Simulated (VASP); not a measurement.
Wanted: the native input for a VASP 6.6.1 run.

| Property | Result |
| --- | --- |
| Task | single point |
| Functional | PBEsol |
| Potentials or basis | VASP PAW PBE potentials, release 64 (Sn_d) |
| Cutoff | 520 eV |
| k mesh | 12 × 12 × 4 |
| Occupations | gaussian, width 0.1 eV |
| Spin | no spin polarisation |
| Dipole correction | no |
| Further INCAR settings | ALGO = Fast; EDIFF = 1e-06; NBANDS = 51 |

The structure of Sn lies in POSCAR:

```
Sn
1.0
    4.6253120424      0.0000000000      0.0000000000
   -2.3126560212      4.0056377291      0.0000000000
    0.0000000000      0.0000000000     11.3203472186
Sn
6
Direct
    0.0000000000      0.0000000000     -0.0000388882
    0.0000000000      0.0000000000      0.2500388882
    0.3333333333      0.6666666667      0.3332944452
    0.3333333333      0.6666666667      0.5833722215
    0.6666666667      0.3333333333      0.6666277785
    0.6666666667      0.3333333333      0.9167055548
```

This isn't the form of Sn at room conditions, which is tetragonal (white tin).

The input as run:

INCAR

```
SYSTEM = Sn
  ALGO = Fast
  EDIFF = 1E-6
  ENCUT = 520
  GGA = PS
  ISIF = 2
  ISMEAR = 0
  LASPH = .True.
  LCHARG = .False.
  LREAL = .False.
  LWAVE = .False.
  NBANDS = 51
  NELM = 60
  PREC = Accurate
  SIGMA = 0.1
```

KPOINTS

```
k-points
0
Gamma
  12 12 4
  0 0 0
```

Potentials or basis: VASP PAW PBE potentials, release 64 (Sn_d).

Launch:

```console
$ cat potpaw_PBE.64/Sn_d/POTCAR > POTCAR
$ mpirun -np 1 vasp_std > vasp.out
```

Results of the run:

The pressure is -0.1 GPa, the largest force is 0.006 eV/Å and the band gap on the k mesh is zero (bands 42 and 43 overlap by 0.17 eV).

Caveat: the PAW data sets were made with another functional, which shifts forces and pressure a little; spin-orbit coupling is left out, which moves the levels of the heavy elements.

Wall time 5.5 min on 1 thread of Intel(R) Xeon(R) 6975P-C (Granite Rapids) (shared host), peak memory 0.64 GiB.
